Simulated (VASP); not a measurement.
# NaH (I4/mmm) in VASP: a series of runs

Runs on NaH. Level: PBEsol. Tasks: single point.

Program: VASP 6.6.1. These are calculated values, not measurements. Logs are shortened: lines on timing, memory, paths and dates and some standing lists are left out, and cuts for length are marked.

**1. The cell of the first run**

It takes space group I4/mmm (No. 139, tetragonal). Conventional cell: a = 3.320 Å, b = 3.320 Å, c = 4.849 Å, α = 90.00°, β = 90.00°, γ = 90.00°. Within 3.1 Å of Na (site symmetry 4/mmm) lie 6 H at 2.35 to 2.42 Å. H (site symmetry 4/mmm) has 6 Na at 2.35 to 2.42 Å within 3.1 Å.

**2. Single point, PBEsol (in-plane strain -0.02)**

The input, INCAR:

```
PREC = Accurate ; ENCUT = 500
EDIFF = 1E-6 ; ISMEAR = 0
SIGMA = 0.01 ; LREAL = F
LASPH = T ; NELM = 120
ALGO = Normal ; ISIF = 2
LWAVE = F ; LCHARG = F
GGA = PS ; NBANDS = 11
GGA_COMPAT = F
```

The input, KPOINTS:

```
Automatic mesh
0
Gamma
  8 8 8
```

The input, POSCAR:

```
NaH
1.0
    2.3477633088      2.3477633088      0.0000000000
   -2.3477633088      2.3477633088      0.0000000000
    0.0000000000      2.3477633088      2.4244249679
Na H
1 1
Direct
    0.0000000000      0.0000000000      0.0000000000
    0.5000000000      0.5000000000      0.0000000000
```

Potentials or basis: VASP PAW PBE potentials, release 64 (Na_pv, H).

Run with:

```console
$ cat potpaw_PBE.64/Na_pv/POTCAR potpaw_PBE.64/H/POTCAR > POTCAR
$ mpirun -np 1 vasp_std > vasp.out
```

OUTCAR:

```text
PREC = Accurate
   ENCUT = 500
   EDIFF = 1E-6
   ISMEAR = 0
   LREAL = F
   LASPH = T
   NELM = 120
   ISIF = 2
   GGA = PS

 ion  position               nearest neighbor table
   1  0.000  0.000  0.000-
   2  0.500  0.500  0.000-

  LATTYP: Found a body centered tetragonal cell.
 ALAT       =     3.3202387125
 C/A-ratio  =     1.4603919644

  Lattice vectors:

 A1 = (   2.3477633088,   0.0000000000,  -2.4244249679)
 A2 = (  -2.3477633088,   0.0000000000,  -2.4244249679)
 A3 = (   0.0000000000,   2.3477633088,   2.4244249679)

Analysis of symmetry for initial positions (statically):
=====================================================================
 Subroutine PRICEL returns:
 Original cell was already a primitive cell.

 Routine SETGRP: Setting up the symmetry group for a
 body centered tetragonal supercell.

 Subroutine GETGRP returns: Found 16 space group operations
 (whereof 16 operations were pure point group operations)
 out of a pool of 16 trial point group operations.

The static configuration has the point symmetry D_4h.

Analysis of symmetry for dynamics (positions and initial velocities):
=====================================================================
 Subroutine PRICEL returns:
 Original cell was already a primitive cell.

 Routine SETGRP: Setting up the symmetry group for a
 body centered tetragonal supercell.

 Subroutine GETGRP returns: Found 16 space group operations
 (whereof 16 operations were pure point group operations)
 out of a pool of 16 trial point group operations.

The dynamic configuration has the point symmetry D_4h.

 Subroutine INISYM returns: Found 16 space group operations
 (whereof 16 operations are pure point group operations),
 and found     1 'primitive' translations

----------------------------------------------------------------------------------------

                                     Primitive cell

  volume of cell :      26.7268

  direct lattice vectors                    reciprocal lattice vectors
     2.347763309  2.347763309  0.000000000     0.212968657  0.212968657 -0.206234471
    -2.347763309  2.347763309  0.000000000    -0.212968657  0.212968657 -0.206234471
     0.000000000  2.347763309  2.424424968     0.000000000  0.000000000  0.412468941

  length of vectors
     3.320238713  3.320238713  3.374882069     0.365025965  0.365025965  0.412468941

  position of ions in fractional coordinates (direct lattice)
     0.000000000  0.000000000  0.000000000
     0.500000000  0.500000000  0.000000000

  ion indices of the primitive-cell ions
   primitive index   ion index
                 1           1
                 2           2

----------------------------------------------------------------------------------------

 KPOINTS: Automatic mesh

Automatic generation of k-mesh.
 Grid dimensions read from file:
 generate k-points for:    8    8    8

 Generating k-lattice:

  Cartesian coordinates                     Fractional coordinates (reciprocal lattice)
     0.026621082  0.026621082 -0.025779309     0.125000000  0.000000000 -0.000000000
    -0.026621082  0.026621082 -0.025779309     0.000000000  0.125000000 -0.000000000
     0.000000000  0.000000000  0.051558618     0.000000000  0.000000000  0.125000000

  Length of vectors
     0.045628246  0.045628246  0.051558618

  Shift w.r.t. Gamma in fractional coordinates (k-lattice)
     0.000000000  0.000000000  0.000000000

 Subroutine IBZKPT returns following result:
 ===========================================

 Found     59 irreducible k-points:

 Following reciprocal coordinates:
            Coordinates               Weight
  0.000000  0.000000  0.000000      1.000000
  0.125000  0.000000  0.000000      8.000000
  0.250000  0.000000  0.000000      8.000000
  0.375000  0.000000  0.000000      8.000000
  0.500000  0.000000  0.000000      4.000000
  0.125000  0.125000  0.000000      8.000000
[... 16 lines left out ...]
  0.250000  0.000000  0.125000      4.000000
  0.375000  0.000000  0.125000      8.000000
 [... further k-points ...]
   k-points           NKPTS =     59   k-points in BZ     NKDIM =     59   number of bands    NBANDS=     11
   number of dos      NEDOS =    301   number of ions     NIONS =      2
   total plane-waves  NPLWV =  16128
   dimension x,y,z NGX =    24 NGY =   24 NGZ =   28
   dimension x,y,z NGXF=    48 NGYF=   48 NGZF=   56
   ions per type =               1   1
   NGX,Y,Z   is equivalent  to a cutoff of  12.02, 12.02, 13.79 a.u.
   NGXF,Y,Z  is equivalent  to a cutoff of  24.03, 24.03, 27.59 a.u.
 SYSTEM =  unknown system
   PREC   = accura    normal or accurate (medium, high low for compatibility)
   ISTART =      0    job   : 0-new  1-cont  2-samecut
   ICHARG =      2    charge: 1-file 2-atom 10-const
   ISPIN  =      1    spin polarized calculation?
   LNONCOLLINEAR =      F non collinear calculations
   LSORBIT =      F    spin-orbit coupling
   LASPH  =      T    aspherical Exc in radial PAW
   ENCUT  =  500.0 eV  36.75 Ry    6.06 a.u.   6.05  6.05  6.15*2*pi/ulx,y,z
   NELM   =    120;   NELMIN=  2; NELMDL= -5     # of ELM steps
   EDIFF  = 0.1E-05   stopping-criterion for ELM
   LREAL  =      F    real-space projection
   EDIFFG = 0.1E-04   stopping-criterion for IOM
   NSW    =      0    number of steps for IOM
   IBRION =     -1    ionic relax: 0-MD 1-quasi-New 2-CG
   NFREE  =      0    steps in history (QN), initial steepest desc. (CG)
   ISIF   =      2    stress and relaxation
   ISYM   =      2    0-nonsym 1-usesym 2-fastsym
   POTIM  = 0.5000    time-step for ionic-motion
   TEBEG  =    0.0;   TEEND  =   0.0 temperature during run
   PSTRESS=    0.0 pullay stress
   NELECT =       8.0000    total number of electrons
   NUPDOWN=      -1.0000    fix difference up-down
   EMIN   =  10.00;   EMAX   =-10.00  energy-range for DOS
   EFERMI =   0.00;   METHOD = LEGACY
   ISMEAR =     0;   SIGMA  =   0.01  broadening in eV -4-tet -1-fermi 0-gaus
   EFERMI_NEDOS =   21; number of points for ismear=-14 and -15
   IALGO  =     38    algorithm
   IMIX   =      4    mixing-type and parameters
     AMIX     =   0.40;   BMIX     =  1.00
     AMIX_MAG =   1.60;   BMIX_MAG =  1.00
  volume/ion in A,a.u.               =      13.36        90.18
  Fermi-wavevector in a.u.,A,eV,Ry     =   1.095105  2.069448 16.316850  1.199255
  Thomas-Fermi vector in A             =   2.231422
   LORBIT       =      0    0 simple, 1 ext, 2 COOP (PROOUT), +10 PAW based schemes
   GGA     = PS    functional components
   LHFCALC =     F    Hartree Fock is set to
   AEXX    =    0.0000 exact exchange contribution
   IVDW    =     0    specifies the selected vdW correction
   LEPSILON=     F    determine dielectric tensor
   LRPA    =     F    only Hartree local field effects (RPA)
 non-spin polarized calculation
 Gauss-broadening in eV      SIGMA  =   0.01
  energy-cutoff  :      500.00
  volume of cell :       26.73
 maximum number of plane-waves:       696
   NGX = 13   NGY = 13   NGZ = 13

 number of electron       8.0000011 magnetization

 Free energy of the ion-electron system (eV)
  ---------------------------------------------------
  ext. energy  EPLUGINS =         0.00000000
  ---------------------------------------------------
  free energy    TOTEN  =        -5.08153979 eV

  energy without entropy =       -5.08153979  energy(sigma->0) =       -5.08153979

 E-fermi :  -0.8074     XC(G=0):  -8.0761

 val. band max:       -0.8874604122   @ k =   0.5000   0.5000   0.2500
 cond. band min:       2.7354774217   @ k =   0.5000   0.0000   0.0000
 fundamental gap:      3.6229378338
 Fermi energy:        -0.8073762396

 k-point     1 :       0.0000    0.0000    0.0000
  band No.  band energies     occupation
      1     -22.8315      2.00000
      2     -22.8207      2.00000
      3     -22.8207      2.00000
      4      -4.7977      2.00000
      5       9.9639      0.00000
      6      14.7784      0.00000
      7      14.9516      0.00000
      8      14.9516      0.00000
      9      15.9369      0.00000
     10      15.9915      0.00000
     11      15.9915      0.00000

 k-point     2 :       0.1250    0.0000    0.0000
  band No.  band energies     occupation
      1     -22.8432      2.00000
      2     -22.8288      2.00000
      3     -22.8223      2.00000
      4      -4.5136      2.00000
      5       8.9800      0.00000
      6      12.2453      0.00000
      7      14.0130      0.00000
      8      14.2309      0.00000
      9      16.8239      0.00000
     10      16.9222      0.00000
     11      17.0265      0.00000

 k-point     3 :       0.2500    0.0000    0.0000
  band No.  band energies     occupation
      1     -22.8833      2.00000
      2     -22.8359      2.00000
      3     -22.8263      2.00000
      4      -3.7046      2.00000
      5       6.4442      0.00000
      6      10.8109      0.00000
      7      13.1323      0.00000
      8      13.4876      0.00000
      9      16.5758      0.00000
     10      17.1614      0.00000
     11      18.3311      0.00000

 k-point     4 :       0.3750    0.0000    0.0000
  band No.  band energies     occupation
      1     -22.9239      2.00000
      2     -22.8418      2.00000
      3     -22.8303      2.00000
      4      -2.5627      2.00000
      5       3.9359      0.00000
      6      10.2356      0.00000
      7      12.5806      0.00000
      8      13.0449      0.00000
      9      15.8598      0.00000
     10      16.4546      0.00000
     11      18.6883      0.00000
[... 239 lines left out ...]
 k-point    22 :       0.0000    0.0000    0.1250
  band No.  band energies     occupation
      1     -22.8479      2.00000
      2     -22.8258      2.00000
      3     -22.8258      2.00000
      4      -4.4380      2.00000
      5       8.8227      0.00000
      6      12.7847      0.00000
      7      13.0662      0.00000
      8      13.0662      0.00000
      9      16.3298      0.00000
     10      17.9428      0.00000
     11      18.6312      0.00000

 k-point    23 :       0.2500    0.0000    0.1250
  band No.  band energies     occupation
      1     -22.8612      2.00000
      2     -22.8428      2.00000
      3     -22.8227      2.00000
      4      -4.0398      2.00000
      5       7.8146      0.00000
      6      10.1026      0.00000
      7      13.4369      0.00000
      8      15.1422      0.00000
      9      15.7951      0.00000
     10      17.0200      0.00000
     11      18.5187      0.00000

 k-point    24 :       0.3750    0.0000    0.1250
  band No.  band energies     occupation
      1     -22.8985      2.00000
      2     -22.8520      2.00000
      3     -22.8267      2.00000
      4      -3.1020      2.00000
      5       5.6050      0.00000
      6       8.6424      0.00000
      7      13.3053      0.00000
      8      13.7975      0.00000
      9      16.5946      0.00000
     10      16.9548      0.00000
     11      18.9342      0.00000

 [... further k-points ...]

------------------------ aborting loop because EDIFF is reached ----------------------------------------

  FORCE on cell =-STRESS in cart. coord.  units (eV):
  Direction    XX          YY          ZZ          XY          YZ          ZX
  --------------------------------------------------------------------------------------
  -------------------------------------------------------------------------------------
  Total        0.1880034      0.1880034     -0.0212782      0.0000000     -0.0000000      0.0000000
  in kB       11.2701270     11.2701270     -1.2755548      0.0000000     -0.0000000      0.0000000
  external PRESSURE =       7.0882331 kB  Pullay stress =       0.0000000 kB

 VOLUME and BASIS-vectors are now :
 -----------------------------------------------------------------------------
  energy-cutoff  :      500.00
  volume of cell :       26.73
      direct lattice vectors                 reciprocal lattice vectors
     2.347763309  2.347763309  0.000000000     0.212968657  0.212968657 -0.206234471
    -2.347763309  2.347763309  0.000000000    -0.212968657  0.212968657 -0.206234471
     0.000000000  2.347763309  2.424424968     0.000000000  0.000000000  0.412468941

 POSITION                                       TOTAL-FORCE (eV/Angst)
 -----------------------------------------------------------------------------------
      0.00000      0.00000      0.00000        -0.000000      0.000000      0.000000
      0.00000      2.34776      0.00000         0.000000     -0.000000      0.000000
 -----------------------------------------------------------------------------------
    total drift:                                0.000000     -0.000000     -0.000000

  FREE ENERGIE OF THE ION-ELECTRON SYSTEM (eV)
  ---------------------------------------------------
  free  energy   TOTEN  =        -5.0815397930 eV

  energy  without entropy=       -5.0815397930  energy(sigma->0) =       -5.08153979
```

It took 25 s on 1 thread of Intel Xeon 8259CL, shared host; peak memory 0.14 GiB.

Results:

```yaml
Free_energy: -5.0815 eV
Pressure: 0.7 GPa
Band_gap_on_the_k_mesh: 3.62 eV, indirect (least direct gap 4.57 eV)
```

Caveat: the cell differs from its parent crystal (in-plane strain -0.02); the PAW data sets were made with another functional, which shifts forces and pressure a little. A k mesh can miss the band edges.

[end of part 1 of 2]
